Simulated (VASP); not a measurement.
A run of VASP 6.6.1:

The input INCAR:

```
PREC = Accurate
ENCUT = 520
EDIFF = 1E-8
ISMEAR = -1
SIGMA = 0.08
LREAL = F
LASPH = T
NELM = 100
ALGO = Normal
ISIF = 2
LWAVE = F
LCHARG = F
GGA = PS
LEFG = T
NBANDS = 28
```

File KPOINTS:

```
regular mesh
0
Gamma
  10 10 6
```

POSCAR

```
BiAs
1.0
    4.9662288984      0.0000000000      0.0000000000
   -2.4831144492      4.3008803870      0.0000000000
    0.0000000000      0.0000000000      6.4078756807
As Bi
2 2
Direct
    0.3333333333      0.6666666667     -0.0274116519
    0.6666666667      0.3333333333      0.4725883481
    0.3333333333      0.6666666667      0.4034116519
    0.6666666667      0.3333333333      0.9034116519
```

Potentials or basis: VASP PAW PBE potentials, release 64 (As, Bi_d).

The run is started by

```bash
$ cat potpaw_PBE.64/As/POTCAR potpaw_PBE.64/Bi_d/POTCAR > POTCAR
$ mpirun -np 1 vasp_std > vasp.out
```

Hardware: 1 thread of AMD EPYC 7R43 64-Core Processor (Zen 3), on a shared host.

Q: How long does it take, and how much memory?

A: It took 3.5 min on 1 thread of AMD EPYC 7R43 64-Core Processor (Zen 3) (shared host), peak memory 0.33 GiB. Counts: scf iterations 19, k points 56.
